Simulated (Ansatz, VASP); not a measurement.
## Nb: VASP beside Ansatz

```
Nb
1.0
    -1.65522    1.65522    1.65522
     1.65522   -1.65522    1.65522
     1.65522    1.65522   -1.65522
Nb
1
Cartesian
  0.0000 0.0000 0.0000
```

Alike in both runs: functional PBE; k mesh 20 × 20 × 20; occupations gaussian, width 0.2 eV; no spin polarisation.

Ansatz relaxed the structure, and its values are those at the end. VASP's run is a single point on that final structure, the one shown.

```csv
,VASP,Ansatz
version,VASP 6.6.1,Ansatz 0.2.0
potentials or method,"VASP PAW PBE potentials, release 64 (Nb_sv)","scalar-relativistic, plane waves, PAW"
plane-wave cutoff (eV),520,420
valence electrons in the cell,13,13
```

```csv
,VASP,Ansatz,Ansatz less VASP
gap on the k mesh at the Fermi level (eV),none,none,-
pressure (GPa),-0.3,0.0,+0.32
```

A gap of «none» marks a metal or a gap that the smearing closes.
